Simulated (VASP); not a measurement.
# SiO2 (R-3m) in VASP: a series of runs

Runs on SiO2. Level: PBE. Tasks: single point.

All numbers are computed with VASP 6.6.1; they aren't measurements. Logs are shortened: lines on timing, memory, paths and dates and some standing lists are left out, and cuts for length are marked.

### Step 1. The cell of the first run

It takes space group R-3m (No. 166, trigonal). Conventional cell: a = 13.460 Å, b = 13.460 Å, c = 14.686 Å, α = 90.00°, β = 90.00°, γ = 120.00°. Si (site symmetry 1) has 4 O at 1.60 to 1.62 Å within 2.1 Å. O (site symmetry 2) has 2 Si at 1.62 Å within 2.2 Å. O (site symmetry m) has 2 Si at 1.62 Å within 2.2 Å. Within 2.1 Å of O (site symmetry m) lie 2 Si at 1.60 Å. Within 2.1 Å of O (site symmetry 2) lie 2 Si at 1.61 Å.

### Step 2. Single point, PBE (21.33 Å³/atom)

INCAR reads:

```
SYSTEM = SiO2
PREC = Accurate ; ENCUT = 520
EDIFF = 1E-6 ; ISMEAR = -1
SIGMA = 0.02 ; LREAL = Auto
LASPH = .TRUE. ; NELM = 100
ALGO = Normal ; ISIF = 2
LWAVE = .FALSE. ; LCHARG = .TRUE.
GGA = PE ; LELF = .TRUE.
LVHAR = .TRUE. ; NBANDS = 120
```

KPOINTS reads:

```
Automatic mesh
0
G
  3 3 3
  0 0 0
```

POSCAR reads:

```
SiO2
1.0
    6.7298224696      3.8854648144      4.8953666239
   -6.7298224696      3.8854648144      4.8953666239
    0.0000000000     -7.7709296288      4.8953666239
Si O
12 24
Direct
    0.3374338337      0.1067263205      0.8738572384
    0.1067263205      0.8738572384      0.3374338337
    0.8738572384      0.3374338337      0.1067263205
    0.1261427616      0.8932736795      0.6625661663
    0.8932736795      0.6625661663      0.1261427616
    0.6625661663      0.1261427616      0.8932736795
    0.6625661663      0.8932736795      0.1261427616
    0.8932736795      0.1261427616      0.6625661663
    0.1261427616      0.6625661663      0.8932736795
    0.8738572384      0.1067263205      0.3374338337
    0.1067263205      0.3374338337      0.8738572384
    0.3374338337      0.8738572384      0.1067263205
    0.2642502303      0.0000000000      0.7357497697
    0.0000000000      0.7357497697      0.2642502303
    0.7357497697      0.2642502303      0.0000000000
    0.7357497697      0.0000000000      0.2642502303
    0.0000000000      0.2642502303      0.7357497697
    0.2642502303      0.7357497697      0.0000000000
    0.6588608857      0.9769515692      0.9769515692
    0.9769515692      0.9769515692      0.6588608857
    0.9769515692      0.6588608857      0.9769515692
    0.0230484308      0.0230484308      0.3411391143
    0.0230484308      0.3411391143      0.0230484308
    0.3411391143      0.0230484308      0.0230484308
    0.2491551310      0.9014481887      0.2491551310
    0.2491551310      0.2491551310      0.9014481887
    0.9014481887      0.2491551310      0.2491551310
    0.0985518113      0.7508448690      0.7508448690
    0.7508448690      0.0985518113      0.7508448690
    0.7508448690      0.7508448690      0.0985518113
    0.5000000000      0.8368778993      0.1631221007
    0.1631221007      0.5000000000      0.8368778993
    0.8368778993      0.1631221007      0.5000000000
    0.5000000000      0.1631221007      0.8368778993
    0.8368778993      0.5000000000      0.1631221007
    0.1631221007      0.8368778993      0.5000000000
```

Potentials or basis: VASP PAW PBE potentials, release 64 (Si, O).

Run with:

```sh
> cat potpaw_PBE.64/Si/POTCAR potpaw_PBE.64/O/POTCAR > POTCAR
> mpirun -np 1 vasp_std > vasp.out
```

OUTCAR:

```text
SYSTEM = SiO2
   PREC = Accurate
   ENCUT = 520
   EDIFF = 1E-6
   ISMEAR = -1
   LREAL = Auto
   LASPH = .TRUE.
   NELM = 100
   ISIF = 2
   GGA = PE

 ion  position               nearest neighbor table
   1  0.337  0.107  0.874-  26 1.60  34 1.61  13 1.62  24 1.62   6 2.97  11 3.11   4 3.11  12 3.13

   2  0.107  0.874  0.337-  25 1.60  36 1.61  14 1.62  22 1.62   4 2.97  12 3.11   5 3.11  10 3.13

   3  0.874  0.337  0.107-  27 1.60  35 1.61  15 1.62  23 1.62   5 2.97  10 3.11   6 3.11  11 3.13

   4  0.126  0.893  0.663-  28 1.60  36 1.61  13 1.62  20 1.62   2 2.97   9 3.11   1 3.11   8 3.13

   5  0.893  0.663  0.126-  30 1.60  35 1.61  14 1.62  21 1.62   3 2.97   7 3.11   2 3.11   9 3.13

   6  0.663  0.126  0.893-  29 1.60  34 1.61  15 1.62  19 1.62   1 2.97   8 3.11   3 3.11   7 3.13

   7  0.663  0.893  0.126-  30 1.60  31 1.61  16 1.62  19 1.62  12 2.97   5 3.11  10 3.11   6 3.13

   8  0.893  0.126  0.663-  29 1.60  33 1.61  17 1.62  20 1.62  10 2.97   6 3.11  11 3.11   4 3.13

   9  0.126  0.663  0.893-  28 1.60  32 1.61  18 1.62  21 1.62  11 2.97   4 3.11  12 3.11   5 3.13

  10  0.874  0.107  0.337-  27 1.60  33 1.61  16 1.62  22 1.62   8 2.97   3 3.11   7 3.11   2 3.13

  11  0.107  0.337  0.874-  26 1.60  32 1.61  17 1.62  23 1.62   9 2.97   1 3.11   8 3.11   3 3.13

  12  0.337  0.874  0.107-  25 1.60  31 1.61  18 1.62  24 1.62   7 2.97   2 3.11   9 3.11   1 3.13

  13  0.264  0.000  0.736-   4 1.62   1 1.62
  14  0.000  0.736  0.264-   2 1.62   5 1.62
  15  0.736  0.264  0.000-   3 1.62   6 1.62
  16  0.736  0.000  0.264-  10 1.62   7 1.62
  17  0.000  0.264  0.736-   8 1.62  11 1.62
  18  0.264  0.736  0.000-   9 1.62  12 1.62
[... 16 lines left out ...]
  35  0.837  0.500  0.163-   5 1.61   3 1.61
  36  0.163  0.837  0.500-   2 1.61   4 1.61

  LATTYP: Found a trigonal (rhomboedric) cell.
 ALAT       =     9.1843324024
 COS(alpha) =    -0.0738460510

  Lattice vectors:

 A1 = (   6.7298224696,   3.8854648144,   4.8953666239)
 A2 = (  -6.7298224696,   3.8854648144,   4.8953666239)
 A3 = (   0.0000000000,  -7.7709296288,   4.8953666239)

Analysis of symmetry for initial positions (statically):
=====================================================================
 Subroutine PRICEL returns:
 Original cell was already a primitive cell.

 Routine SETGRP: Setting up the symmetry group for a
 trigonal (rhombohedral) supercell.

 Subroutine GETGRP returns: Found 12 space group operations
 (whereof 12 operations were pure point group operations)
 out of a pool of 12 trial point group operations.

The static configuration has the point symmetry D_3d.

Analysis of symmetry for dynamics (positions and initial velocities):
=====================================================================
 Subroutine PRICEL returns:
 Original cell was already a primitive cell.

 Routine SETGRP: Setting up the symmetry group for a
 trigonal (rhombohedral) supercell.

 Subroutine GETGRP returns: Found 12 space group operations
 (whereof 12 operations were pure point group operations)
 out of a pool of 12 trial point group operations.

The dynamic configuration has the point symmetry D_3d.

 Subroutine INISYM returns: Found 12 space group operations
 (whereof 12 operations are pure point group operations),
 and found     1 'primitive' translations

----------------------------------------------------------------------------------------

                                     Primitive cell

  volume of cell :     768.0386

  direct lattice vectors                    reciprocal lattice vectors
     6.729822470  3.885464814  4.895366624     0.074296165  0.042894911  0.068091597
    -6.729822470  3.885464814  4.895366624    -0.074296165  0.042894911  0.068091597
     0.000000000 -7.770929629  4.895366624     0.000000000 -0.085789822  0.068091597

  length of vectors
     9.184332402  9.184332402  9.184332402     0.109527892  0.109527892  0.109527892

  position of ions in fractional coordinates (direct lattice)
     0.337433834  0.106726321  0.873857238
     0.106726321  0.873857238  0.337433834
     0.873857238  0.337433834  0.106726321
     0.126142762  0.893273679  0.662566166
     0.893273679  0.662566166  0.126142762
     0.662566166  0.126142762  0.893273679
[... 28 lines left out ...]
     0.836877899  0.500000000  0.163122101
     0.163122101  0.836877899  0.500000000

  ion indices of the primitive-cell ions
   primitive index   ion index
                 1           1
                 2           2
                 3           3
                 4           4
                 5           5
                 6           6
[... 28 lines left out ...]
                35          35
                36          36

----------------------------------------------------------------------------------------

 KPOINTS: Automatic mesh

Automatic generation of k-mesh.
 Grid dimensions read from file:
 generate k-points for:    3    3    3

 Generating k-lattice:

  Cartesian coordinates                     Fractional coordinates (reciprocal lattice)
     0.024765388  0.014298304  0.022697199     0.333333333  0.000000000  0.000000000
    -0.024765388  0.014298304  0.022697199     0.000000000  0.333333333  0.000000000
     0.000000000 -0.028596607  0.022697199     0.000000000  0.000000000  0.333333333

  Length of vectors
     0.036509297  0.036509297  0.036509297

  Shift w.r.t. Gamma in fractional coordinates (k-lattice)
     0.000000000  0.000000000  0.000000000

 Subroutine IBZKPT returns following result:
 ===========================================

 Found      6 irreducible k-points:

 Following reciprocal coordinates:
            Coordinates               Weight
  0.000000  0.000000  0.000000      1.000000
  0.333333  0.000000 -0.000000      6.000000
  0.333333  0.333333 -0.000000      6.000000
 -0.333333  0.333333  0.000000      6.000000
  0.333333  0.333333  0.333333      2.000000
 -0.333333  0.333333  0.333333      6.000000
   k-points           NKPTS =      6   k-points in BZ     NKDIM =      6   number of bands    NBANDS=    120
   number of dos      NEDOS =    301   number of ions     NIONS =     36
   total plane-waves  NPLWV = 343000
   dimension x,y,z NGX =    70 NGY =   70 NGZ =   70
   dimension x,y,z NGXF=   140 NGYF=  140 NGZF=  140
   ions per type =              12  24
   NGX,Y,Z   is equivalent  to a cutoff of  12.67, 12.67, 12.67 a.u.
   NGXF,Y,Z  is equivalent  to a cutoff of  25.34, 25.34, 25.34 a.u.
 SYSTEM =  SiO2
   PREC   = accura    normal or accurate (medium, high low for compatibility)
   ISTART =      0    job   : 0-new  1-cont  2-samecut
   ICHARG =      2    charge: 1-file 2-atom 10-const
   ISPIN  =      1    spin polarized calculation?
   LNONCOLLINEAR =      F non collinear calculations
   LSORBIT =      F    spin-orbit coupling
   LASPH  =      T    aspherical Exc in radial PAW
   ENCUT  =  520.0 eV  38.22 Ry    6.18 a.u.  17.08 17.08 17.08*2*pi/ulx,y,z
   NELM   =    100;   NELMIN=  2; NELMDL= -5     # of ELM steps
   EDIFF  = 0.1E-05   stopping-criterion for ELM
   LREAL  =      T    real-space projection
   EDIFFG = 0.1E-04   stopping-criterion for IOM
   NSW    =      0    number of steps for IOM
   IBRION =     -1    ionic relax: 0-MD 1-quasi-New 2-CG
   NFREE  =      0    steps in history (QN), initial steepest desc. (CG)
   ISIF   =      2    stress and relaxation
   ISYM   =      2    0-nonsym 1-usesym 2-fastsym
   POTIM  = 0.5000    time-step for ionic-motion
   TEBEG  =    0.0;   TEEND  =   0.0 temperature during run
   PSTRESS=    0.0 pullay stress
   NELECT =     192.0000    total number of electrons
   NUPDOWN=      -1.0000    fix difference up-down
   EMIN   =  10.00;   EMAX   =-10.00  energy-range for DOS
   EFERMI =   0.00;   METHOD = LEGACY
   ISMEAR =    -1;   SIGMA  =   0.02  broadening in eV -4-tet -1-fermi 0-gaus
   EFERMI_NEDOS =   21; number of points for ismear=-14 and -15
   IALGO  =     38    algorithm
   IMIX   =      4    mixing-type and parameters
     AMIX     =   0.40;   BMIX     =  1.00
     AMIX_MAG =   1.60;   BMIX_MAG =  1.00
  volume/ion in A,a.u.               =      21.33       143.97
  Fermi-wavevector in a.u.,A,eV,Ry     =   1.031290  1.948856 14.470605  1.063559
  Thomas-Fermi vector in A             =   2.165431
   LORBIT       =      0    0 simple, 1 ext, 2 COOP (PROOUT), +10 PAW based schemes
   GGA     = PE    functional components
   LHFCALC =     F    Hartree Fock is set to
   AEXX    =    0.0000 exact exchange contribution
   IVDW    =     0    specifies the selected vdW correction
   LEPSILON=     F    determine dielectric tensor
   LRPA    =     F    only Hartree local field effects (RPA)
 non-spin polarized calculation
  energy-cutoff  :      520.00
  volume of cell :      768.04
 maximum number of plane-waves:     20693
 NGX is ok and might be reduce to    70
   NGX = 35   NGY = 35   NGZ = 35

 number of electron     192.0000070 magnetization

 Free energy of the ion-electron system (eV)
  ---------------------------------------------------
  ext. energy  EPLUGINS =         0.00000000
  ---------------------------------------------------
  free energy    TOTEN  =      -284.07017196 eV

  energy without entropy =     -284.07017196  energy(sigma->0) =     -284.07017196

 E-fermi :  -2.1440     XC(G=0):  -6.2229

 val. band max:       -2.6057458125   @ k =  -0.3333   0.3333   0.3333
 cond. band min:       3.1750373731   @ k =   0.0000   0.0000   0.0000
 fundamental gap:      5.7807831856
 Fermi energy:        -2.1439652009

 k-point     1 :       0.0000    0.0000    0.0000
  band No.  band energies     occupation
      1     -21.9897      2.00000
      2     -21.4828      2.00000
      3     -21.4828      2.00000
      4     -21.3510      2.00000
      5     -21.3510      2.00000
      6     -21.0490      2.00000
[... 100 lines left out ...]
    107       6.3110      0.00000
    108       6.6744      0.00000

 k-point     2 :       0.3333    0.0000   -0.0000
  band No.  band energies     occupation
      1     -21.9334      2.00000
      2     -21.6822      2.00000
      3     -21.4254      2.00000
      4     -21.3506      2.00000
      5     -21.2075      2.00000
      6     -21.1566      2.00000
[... 100 lines left out ...]
    107       6.3619      0.00000
    108       6.5230      0.00000

 k-point     3 :       0.3333    0.3333   -0.0000
  band No.  band energies     occupation
      1     -21.8648      2.00000
      2     -21.7233      2.00000
      3     -21.5632      2.00000
      4     -21.3135      2.00000
      5     -21.1489      2.00000
      6     -21.0679      2.00000
[... 100 lines left out ...]
    107       6.5299      0.00000
    108       6.5396      0.00000

 k-point     4 :      -0.3333    0.3333    0.0000
  band No.  band energies     occupation
      1     -21.8838      2.00000
      2     -21.6544      2.00000
      3     -21.6062      2.00000
      4     -21.2603      2.00000
      5     -21.2559      2.00000
      6     -21.1452      2.00000
[... 100 lines left out ...]
    107       6.5136      0.00000
    108       6.6086      0.00000

 k-point     5 :       0.3333    0.3333    0.3333
  band No.  band energies     occupation
      1     -21.7796      2.00000
      2     -21.6923      2.00000
      3     -21.6923      2.00000
      4     -21.3058      2.00000
      5     -21.2383      2.00000
      6     -21.2383      2.00000
[... 100 lines left out ...]
    107       6.5590      0.00000
    108       6.6203      0.00000

 k-point     6 :      -0.3333    0.3333    0.3333
  band No.  band energies     occupation
      1     -21.8274      2.00000
      2     -21.6873      2.00000
      3     -21.5607      2.00000
      4     -21.4420      2.00000
      5     -21.2630      2.00000
      6     -21.2191      2.00000
[... 100 lines left out ...]
    107       6.6432      0.00000
    108       6.6510      0.00000
 [bands above 108 left out]

------------------------ aborting loop because EDIFF is reached ----------------------------------------

  FORCE on cell =-STRESS in cart. coord.  units (eV):
  Direction    XX          YY          ZZ          XY          YZ          ZX
  --------------------------------------------------------------------------------------
  -------------------------------------------------------------------------------------
  Total       16.0152659     16.0152659     13.4271341     -0.0000000     -0.0000000      0.0000000
  in kB       33.4088614     33.4088614     28.0098541     -0.0000000     -0.0000000      0.0000000
  external PRESSURE =      31.6091923 kB  Pullay stress =       0.0000000 kB

 VOLUME and BASIS-vectors are now :
 -----------------------------------------------------------------------------
  energy-cutoff  :      520.00
  volume of cell :      768.04
      direct lattice vectors                 reciprocal lattice vectors
     6.729822470  3.885464814  4.895366624     0.074296165  0.042894911  0.068091597
    -6.729822470  3.885464814  4.895366624    -0.074296165  0.042894911  0.068091597
     0.000000000 -7.770929629  4.895366624     0.000000000 -0.085789822  0.068091597

 POSITION                                       TOTAL-FORCE (eV/Angst)
 -----------------------------------------------------------------------------------
      1.55262     -5.06491      6.45218        -0.031940      0.012575      0.027442
     -5.16265      1.18785      6.45218         0.026860      0.021373      0.027442
      3.61003      3.87707      6.45218         0.005079     -0.033948      0.027442
     -5.16265     -1.18785      8.23392         0.026860     -0.021373     -0.027442
      1.55262      5.06491      8.23392        -0.031940     -0.012575     -0.027442
      3.61003     -3.87707      8.23392         0.005079      0.033948     -0.027442
[... 28 lines left out ...]
      2.26713      3.92678      7.34305         0.004340      0.007517     -0.000000
     -4.53426      0.00000      7.34305        -0.008680     -0.000000     -0.000000
 -----------------------------------------------------------------------------------
    total drift:                                0.000000      0.000000     -0.000000

  FREE ENERGIE OF THE ION-ELECTRON SYSTEM (eV)
  ---------------------------------------------------
  free  energy   TOTEN  =      -284.0701719618 eV

  energy  without entropy=     -284.0701719617  energy(sigma->0) =     -284.07017196
```

Wall time 18 min (1 thread of Intel Xeon Platinum 8259CL at 2.50GHz (Skylake/Cascade Lake), shared host); peak memory 0.85 GiB.

Results:

```
Free energy            : -284.0702 eV
Pressure               : 3.2 GPa
Largest force          : 0.044 eV/Å
Band gap on the k mesh : 5.78 eV (least direct gap 5.87 eV)
```

Forces on the atoms (eV/Å):
```
Si  -0.032  0.013  0.027
Si   0.027  0.021  0.027
Si   0.005 -0.034  0.027
Si   0.027 -0.021 -0.027
Si  -0.032 -0.013 -0.027
Si   0.005  0.034 -0.027
Si   0.032 -0.013 -0.027
Si  -0.027 -0.021 -0.027
Si  -0.005  0.034 -0.027
Si  -0.027  0.021  0.027
Si   0.032  0.013  0.027
Si  -0.005 -0.034  0.027
O   -0.006 -0.010  0.000
O   -0.006  0.010  0.000
O    0.011  0.000  0.000
O    0.006  0.010  0.000
O    0.006 -0.010  0.000
O   -0.011  0.000  0.000
O   -0.013 -0.007  0.003
O    0.000  0.015  0.003
O    0.013 -0.007  0.003
O    0.000 -0.015 -0.003
O   -0.013  0.007 -0.003
O    0.013  0.007 -0.003
O   -0.003  0.002 -0.021
O    0.000 -0.003 -0.021
O    0.003  0.002 -0.021
O   -0.003 -0.002  0.021
O    0.003 -0.002  0.021
O    0.000  0.003  0.021
O   -0.004  0.008  0.000
O   -0.004 -0.008  0.000
O    0.009  0.000  0.000
O    0.004 -0.008  0.000
O    0.004  0.008  0.000
O   -0.009  0.000  0.000
```

Caveat: the cell stands under pressure; an odd mesh through Γ misses points on the zone boundary, where band edges can lie.

[end of part 1 of 2]
